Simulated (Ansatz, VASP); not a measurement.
## ZnS: VASP beside Ansatz

```
CELL_PARAMETERS angstrom
-3.84672 0.00000 0.00000
-1.92336 -3.33136 0.00000
-2.40439 -1.38818 12.59023
ATOMIC_POSITIONS crystal
Zn 0.72654 0.72654 0.65625
Zn 0.93489 0.93489 0.15625
Zn 0.95571 0.95571 0.90622
Zn 0.49739 0.49739 0.40622
S 0.64852 0.64852 0.84349
S 0.85687 0.85687 0.34349
S 0.29423 0.29423 0.09384
S 0.41922 0.41922 0.59384
```

Alike in both runs: task single point; functional PBE; k mesh 8 × 8 × 2; occupations gaussian, width 0.05 eV; no spin polarisation.

|  | VASP | Ansatz |
| --- | --- | --- |
| version | VASP 6.6.1 | Ansatz 0.2.0 |
| potentials or method | VASP PAW PBE potentials, release 64 (Zn, S), cutoff 520 eV | scalar-relativistic, plane waves, PAW |
| valence electrons in the cell | 72 | 72 |

|  | VASP | Ansatz | Ansatz less VASP |
| --- | --- | --- | --- |
| gap on the k mesh at the Fermi level (eV) | 1.44 | 1.44 | +0.001 |
| least direct gap on the mesh (eV) | 1.44 | 1.44 | +0.001 |
| pressure (GPa) | -0.5 | -0.7 | -0.14 |
| traceless stress, the component that is largest in VASP (GPa) | 0.79 | 0.80 | +0.020 |
| rms of the force components (eV/Å) | 0.143 | 0.140 | -0.0025 |

Atom by atom the forces differ by 0.003 eV/Å (rms over components).
